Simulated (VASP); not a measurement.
# SnSe2 (P6_3/mmc) in VASP: further runs, part 2 of 2

VASP 6.6.1. Earlier steps stand in the parts before.

## (3) Single point, r2SCAN

Contents of POSCAR:

```
SnSe2
1.0
    5.4063256655      0.0000000000      0.0000000000
   -2.7031628328      4.6820153675      0.0000000000
    0.0000000000      0.0000000000      5.5948781688
Se Sn
4 2
Direct
    0.3333333333      0.6666666667      0.7500000000
    0.6666666667      0.3333333333      0.2500000000
    0.0000000000      0.0000000000      0.0000000000
    0.0000000000      0.0000000000      0.5000000000
    0.3333333333      0.6666666667      0.2500000000
    0.6666666667      0.3333333333      0.7500000000
```

Contents of INCAR.step1:

```
PREC = Accurate ; ENCUT = 520
ISMEAR = -1 ; SIGMA = 0.1
LREAL = F ; LASPH = T
NELM = 100 ; NBANDS = 35
GGA = PE ; ALGO = Normal
EDIFF = 1E-4 ; LWAVE = T
LCHARG = F
```

Contents of INCAR.step2:

```
PREC = Accurate ; ENCUT = 520
EDIFF = 1E-7 ; ISMEAR = -1
SIGMA = 0.1 ; LREAL = F
LASPH = T ; NELM = 100
ALGO = Normal ; ISIF = 2
LWAVE = F ; LCHARG = F
METAGGA = R2SCAN ; LMIXTAU = T
NBANDS = 35 ; ISTART = 1
```

Contents of KPOINTS:

```
regular mesh
0
Gamma
  4 4 3
```

Potentials or basis: VASP PAW PBE potentials, release 64 (Se, Sn_d).

On the command line:

```sh
cat potpaw_PBE.64/Se/POTCAR potpaw_PBE.64/Sn_d/POTCAR > POTCAR
cp INCAR.step1 INCAR
mpirun -np 1 vasp_std > vasp.out
cp INCAR.step2 INCAR
mpirun -np 1 vasp_std > vasp.out
```

OUTCAR:

```text
PREC = Accurate
   ENCUT = 520
   EDIFF = 1E-7
   ISMEAR = -1
   LREAL = F
   LASPH = T
   NELM = 100
   ISIF = 2
   METAGGA = R2SCAN
   ISTART = 1

 ion  position               nearest neighbor table
   1  0.333  0.667  0.750-   5 2.80   5 2.80   6 3.12   6 3.12   6 3.12
   2  0.667  0.333  0.250-   6 2.80   6 2.80   5 3.12   5 3.12   5 3.12
   3  0.000  0.000  0.000-
   4  0.000  0.000  0.500-
   5  0.333  0.667  0.250-   1 2.80   1 2.80   2 3.12   2 3.12   2 3.12
   6  0.667  0.333  0.750-   2 2.80   2 2.80   1 3.12   1 3.12   1 3.12

  LATTYP: Found a hexagonal cell.
 ALAT       =     5.4063256655
 C/A-ratio  =     1.0348762755

  Lattice vectors:

 A1 = (   5.4063256655,   0.0000000000,   0.0000000000)
 A2 = (  -2.7031628328,   4.6820153675,   0.0000000000)
 A3 = (   0.0000000000,   0.0000000000,   5.5948781688)

Analysis of symmetry for initial positions (statically):
=====================================================================
 Subroutine PRICEL returns:
 Original cell was already a primitive cell.

 Routine SETGRP: Setting up the symmetry group for a
 hexagonal supercell.

 Subroutine GETGRP returns: Found 24 space group operations
 (whereof 12 operations were pure point group operations)
 out of a pool of 24 trial point group operations.

The static configuration has the point symmetry D_3d.
 The point group associated with its full space group is D_6h.

Analysis of symmetry for dynamics (positions and initial velocities):
=====================================================================
 Subroutine PRICEL returns:
 Original cell was already a primitive cell.

[... 112 lines left out ...]
   EMIN   =  10.00;   EMAX   =-10.00  energy-range for DOS
   EFERMI =   0.00;   METHOD = LEGACY
   ISMEAR =    -1;   SIGMA  =   0.10  broadening in eV -4-tet -1-fermi 0-gaus
   EFERMI_NEDOS =   21; number of points for ismear=-14 and -15
   IALGO  =     38    algorithm
   IMIX   =      4    mixing-type and parameters
     AMIX     =   0.40;   BMIX     =  1.00
     AMIX_MAG =   1.60;   BMIX_MAG =  1.00
  volume/ion in A,a.u.               =      23.60       159.28
  Fermi-wavevector in a.u.,A,eV,Ry     =   1.172287  2.215302 18.697908  1.374257
  Thomas-Fermi vector in A             =   2.308718
   LORBIT       =      0    0 simple, 1 ext, 2 COOP (PROOUT), +10 PAW based schemes
   METAGGA = R2SCAN    functional components
   LHFCALC =     F    Hartree Fock is set to
   AEXX    =    0.0000 exact exchange contribution
   IVDW    =     0    specifies the selected vdW correction
   LEPSILON=     F    determine dielectric tensor
   LRPA    =     F    only Hartree local field effects (RPA)
 non-spin polarized calculation
  energy-cutoff  :      520.00
  volume of cell :      141.62
 maximum number of plane-waves:      3826
   NGX = 21   NGY = 21   NGZ = 21

 number of electron      52.0000017 magnetization

 Free energy of the ion-electron system (eV)
  ---------------------------------------------------
  ext. energy  EPLUGINS =         0.00000000
  ---------------------------------------------------
  free energy    TOTEN  =      -106.16075039 eV

  energy without entropy =     -106.05255808  energy(sigma->0) =     -106.10665424

 E-fermi :   5.4812     XC(G=0): -10.7680

 val. band max:        5.3915827292   @ k =   0.2500   0.2500   0.0000
 cond. band min:       5.5115806004   @ k =   0.5000   0.0000   0.3333
 fundamental gap:      0.1199978712
 Fermi energy:         5.4812144288

 k-point     1 :       0.0000    0.0000    0.0000
  band No.  band energies     occupation
      1     -16.6672      2.00000
      2     -16.6498      2.00000
      3     -16.6498      2.00000
      4     -16.6495      2.00000
      5     -16.6494      2.00000
      6     -16.6360      2.00000
[... 293 lines left out ...]
     34       9.9992      0.00000
     35      13.2566      0.00000

------------------------ aborting loop because EDIFF is reached ----------------------------------------

  FORCE on cell =-STRESS in cart. coord.  units (eV):
  Direction    XX          YY          ZZ          XY          YZ          ZX
  --------------------------------------------------------------------------------------
  -------------------------------------------------------------------------------------
  Total       -0.0479369     -0.0479369      0.0472432      0.0000000      0.0000000      0.0000000
  in kB       -0.5423190     -0.5423190      0.5344707      0.0000000      0.0000000      0.0000000
  external PRESSURE =      -0.1833891 kB  Pullay stress =       0.0000000 kB

 VOLUME and BASIS-vectors are now :
 -----------------------------------------------------------------------------
  energy-cutoff  :      520.00
  volume of cell :      141.62
      direct lattice vectors                 reciprocal lattice vectors
     5.406325665  0.000000000  0.000000000     0.184968509  0.106791619  0.000000000
    -2.703162833  4.682015368  0.000000000     0.000000000  0.213583237  0.000000000
     0.000000000  0.000000000  5.594878169     0.000000000  0.000000000  0.178734902

 POSITION                                       TOTAL-FORCE (eV/Angst)
 -----------------------------------------------------------------------------------
     -0.00000      3.12134      4.19616        -0.000000      0.000000      0.000000
      2.70316      1.56067      1.39872         0.000000     -0.000000      0.000000
      0.00000      0.00000      0.00000         0.000000      0.000000      0.000000
      0.00000      0.00000      2.79744         0.000000      0.000000      0.000000
     -0.00000      3.12134      1.39872        -0.000000      0.000000     -0.000000
      2.70316      1.56067      4.19616         0.000000      0.000000     -0.000000
 -----------------------------------------------------------------------------------
    total drift:                                0.000000      0.000000     -0.000000

  FREE ENERGIE OF THE ION-ELECTRON SYSTEM (eV)
  ---------------------------------------------------
  free  energy   TOTEN  =      -106.1607503891 eV

  energy  without entropy=     -106.0525580814  energy(sigma->0) =     -106.10665424
```

OSZICAR.step1:

```text
N       E                     dE             d eps       ncg     rms          rms(c)
DAV:   1     0.482566911448E+03    0.48257E+03   -0.23501E+04   577   0.176E+03
DAV:   2     0.492395242306E+02   -0.43333E+03   -0.41708E+03   576   0.483E+02
DAV:   3    -0.179365408139E+02   -0.67176E+02   -0.64389E+02   683   0.156E+02
DAV:   4    -0.217512419571E+02   -0.38147E+01   -0.37076E+01   642   0.380E+01
DAV:   5    -0.218473283913E+02   -0.96086E-01   -0.95904E-01   700   0.674E+00    0.574E+00
DAV:   6    -0.214834356235E+02    0.36389E+00   -0.51335E-01   703   0.491E+00    0.349E+00
DAV:   7    -0.214558399898E+02    0.27596E-01   -0.21435E-01   695   0.209E+00    0.119E+00
DAV:   8    -0.214540803373E+02    0.17597E-02   -0.27257E-02   653   0.120E+00    0.190E-01
DAV:   9    -0.214539575344E+02    0.12280E-03   -0.24492E-03   618   0.356E-01    0.668E-02
DAV:  10    -0.214540143404E+02   -0.56806E-04   -0.38100E-04   546   0.102E-01
   1 F= -.21454014E+02 E0= -.21390586E+02  d E =-.126858E+00
```

Run time: 6.2 min. Hardware: 1 thread of Intel Xeon 8259CL, shared host; peak memory 0.28 GiB.

Results:

```
Free energy            : -106.1608 eV
Pressure               : 0.0 GPa
Band gap on the k mesh : zero (bands 26 and 27 overlap by 1.21 eV)
```

Levels at points of the mesh, in eV from the Fermi level:
```
           k point  band 22  band 23  band 24  band 25  band 26  band 27  band 28  band 29  band 30  band 31
(0.00, 0.00, 0.00)    -3.80    -3.21    -1.21    -1.21    -0.91    -0.91     2.39     2.39     3.52     4.47
(0.50, 0.00, 0.00)    -1.78    -1.60    -1.09    -0.44    -0.29     0.25     2.32     3.39     3.59     3.67
```

Caveat: the k points lie up to 0.37 Å⁻¹ apart, too coarse for converged energies and pressures of a metal; the PAW data sets were made with another functional, which shifts forces and pressure a little; spin-orbit coupling is left out, which moves the levels of the heavy elements.

## (4) Single point, r2SCAN

This run uses another cell than the first one, of 23.21 Å³/atom.

Edit POSCAR of step 3 so:

```diff
@@ -2,5 +2,5 @@
 1.0
-    5.4063256655      0.0000000000      0.0000000000
-   -2.7031628328      4.6820153675      0.0000000000
-    0.0000000000      0.0000000000      5.5948781688
+    5.3602459026      0.0000000000      0.0000000000
+   -2.6801229513      4.6421091222      0.0000000000
+    0.0000000000      0.0000000000      5.5971366736
 Se Sn
```

Contents of INCAR.step1:

```
SYSTEM = SnSe2
ALGO = Normal
EDIFF = 1E-4
ENCUT = 520
GGA = PE
ISMEAR = -1
LASPH = .TRUE.
LCHARG = .FALSE.
LREAL = .FALSE.
LWAVE = .TRUE.
NBANDS = 35
NELM = 80
PREC = Accurate
SIGMA = 0.1
```

Contents of INCAR.step2:

```
SYSTEM = SnSe2
ALGO = Normal
EDIFF = 1E-6
ENCUT = 520
ISIF = 2
ISMEAR = -1
ISTART = 1
LASPH = .TRUE.
LCHARG = .FALSE.
LMIXTAU = .TRUE.
LREAL = .FALSE.
LWAVE = .FALSE.
METAGGA = R2SCAN
NBANDS = 35
NELM = 80
PREC = Accurate
SIGMA = 0.1
```

Contents of KPOINTS:

```
k-points
0
G
  5 5 4
  0 0 0
```

Potentials or basis: VASP PAW PBE potentials, release 64 (Se, Sn_d).

On the command line:

```sh
cat potpaw_PBE.64/Se/POTCAR potpaw_PBE.64/Sn_d/POTCAR > POTCAR
cp INCAR.step1 INCAR
mpirun -np 1 vasp_std > vasp.out
cp INCAR.step2 INCAR
mpirun -np 1 vasp_std > vasp.out
```

OUTCAR:

```text
SYSTEM = SnSe2
   EDIFF = 1E-6
   ENCUT = 520
   ISIF = 2
   ISMEAR = -1
   ISTART = 1
   LASPH = .TRUE.
   LREAL = .FALSE.
   METAGGA = R2SCAN
   NELM = 80
   PREC = Accurate

 ion  position               nearest neighbor table
   1  0.333  0.667  0.750-   5 2.80   5 2.80   6 3.09   6 3.09   6 3.09
   2  0.667  0.333  0.250-   6 2.80   6 2.80   5 3.09   5 3.09   5 3.09
   3  0.000  0.000  0.000-
   4  0.000  0.000  0.500-
   5  0.333  0.667  0.250-   1 2.80   1 2.80   2 3.09   2 3.09   2 3.09
   6  0.667  0.333  0.750-   2 2.80   2 2.80   1 3.09   1 3.09   1 3.09

  LATTYP: Found a hexagonal cell.
 ALAT       =     5.3602459026
 C/A-ratio  =     1.0441940119

  Lattice vectors:

 A1 = (   5.3602459026,   0.0000000000,   0.0000000000)
 A2 = (  -2.6801229513,   4.6421091222,   0.0000000000)
 A3 = (   0.0000000000,   0.0000000000,   5.5971366736)

Analysis of symmetry for initial positions (statically):
=====================================================================
 Subroutine PRICEL returns:
 Original cell was already a primitive cell.
[... 171 lines left out ...]

 val. band max:        5.5254321177   @ k =   0.2000   0.2000   0.0000
 cond. band min:       5.7221425901   @ k =   0.4000   0.2000   0.0000
 fundamental gap:      0.1967104724
 Fermi energy:         5.6372348097

 k-point     1 :       0.0000    0.0000    0.0000
  band No.  band energies     occupation
      1     -16.6225      2.00000
      2     -16.5895      2.00000
      3     -16.5813      2.00000
      4     -16.5812      2.00000
      5     -16.5810      2.00000
      6     -16.5809      2.00000
[... 559 lines left out ...]
     34       9.6567      0.00000
     35      14.3149      0.00000

------------------------ aborting loop because EDIFF is reached ----------------------------------------

  FORCE on cell =-STRESS in cart. coord.  units (eV):
  Direction    XX          YY          ZZ          XY          YZ          ZX
  --------------------------------------------------------------------------------------
  -------------------------------------------------------------------------------------
  Total        0.0058962      0.0058962      0.0271356      0.0000000      0.0000000      0.0000000
  in kB        0.0678296      0.0678296      0.3121652      0.0000000      0.0000000      0.0000000
  external PRESSURE =       0.1492748 kB  Pullay stress =       0.0000000 kB

 VOLUME and BASIS-vectors are now :
 -----------------------------------------------------------------------------
  energy-cutoff  :      520.00
  volume of cell :      139.27
      direct lattice vectors                 reciprocal lattice vectors
     5.360245903  0.000000000  0.000000000     0.186558605  0.107709661  0.000000000
    -2.680122951  4.642109122  0.000000000     0.000000000  0.215419322  0.000000000
     0.000000000  0.000000000  5.597136674     0.000000000  0.000000000  0.178662780

 POSITION                                       TOTAL-FORCE (eV/Angst)
 -----------------------------------------------------------------------------------
     -0.00000      3.09474      4.19785        -0.000000      0.000000      0.000000
      2.68012      1.54737      1.39928         0.000000     -0.000000      0.000000
      0.00000      0.00000      0.00000         0.000000     -0.000000      0.000000
      0.00000      0.00000      2.79857         0.000000     -0.000000      0.000000
     -0.00000      3.09474      1.39928        -0.000000     -0.000000      0.000000
      2.68012      1.54737      4.19785         0.000000      0.000000      0.000000
 -----------------------------------------------------------------------------------
    total drift:                                0.000000     -0.000000      0.000000

  FREE ENERGIE OF THE ION-ELECTRON SYSTEM (eV)
  ---------------------------------------------------
  free  energy   TOTEN  =      -106.3548588007 eV

  energy  without entropy=     -106.2513968587  energy(sigma->0) =     -106.30312783
```

It took 7.5 min on 1 thread of Intel Xeon 8259CL, shared host; peak memory 0.3 GiB.

Results:

```
Free energy            : -106.3549 eV
Pressure               : 0.0 GPa
Band gap on the k mesh : zero (bands 26 and 27 overlap by 1.52 eV)
```

Caveat: the PAW data sets were made with another functional, which shifts forces and pressure a little; spin-orbit coupling is left out, which moves the levels of the heavy elements.

The gap in the log of VASP goes by the Fermi energy; the results here count the filled bands.